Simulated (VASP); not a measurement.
A run of VASP 6.6.1 is set up as follows.

File INCAR:

```
ALGO = Normal
EDIFF = 1E-7
EDIFFG = -0.04
ENCUT = 500
GGA = PS
GGA_COMPAT = False
IBRION = 2
ISIF = 3
ISMEAR = 0
LASPH = True
LCHARG = False
LREAL = False
LWAVE = False
NELM = 120
NELMIN = 4
NSW = 90
PREC = Accurate
SIGMA = 0.1
```

The input KPOINTS:

```
k-points
0
Gamma
  6 6 6
```

Contents of POSCAR:

```
Rh
1.0
    0.0000000000      2.5064467049      2.5064467049
    2.5064467049      0.0000000000      2.5064467049
    2.5064467049      2.5064467049      0.0000000000
Rh
2
Direct
    0.5000000000      0.5000000000      0.5000000000
    0.7500000000      0.7500000000      0.7500000000
```

Potentials or basis: VASP PAW PBE potentials, release 64 (Rh_pv).

Launch:

```bash
$ cat potpaw_PBE.64/Rh_pv/POTCAR > POTCAR
$ mpirun -np 1 vasp_std > vasp.out
```

Predict the relaxed cell.

a = 3.834 Å, b = 3.834 Å, c = 3.834 Å, α = 60.00°, β = 60.00°, γ = 60.00°.

Estimate the space group after relaxing (to 0.05 Å).

Fd-3m (No. 227).

What does it give for the relaxed volume?

19.92 Å³/atom.

Estimate the band gap on the k mesh.

zero (band 15 reaches 7.40 eV, above the bottom of band 16 at 6.38 eV).

Step by step:
```csv
step,energy change (eV),largest force (eV/Å),pressure (GPa),volume (Å³)
1,0.0000,0.0000,66.17,31.49
2,2.2265,0.0000,-18.85,71.40
3,-1.3242,0.0000,-7.33,42.03
4,-1.3707,0.0000,-2.61,40.56
5,-1.3765,0.0000,0.11,39.84
```

Caveat: the k points lie up to 0.33 Å⁻¹ apart in the final cell; the volume moved by over 15 % at a fixed basis, so the end points are rough; the PAW data sets were made with another functional, which shifts forces and pressure a little.
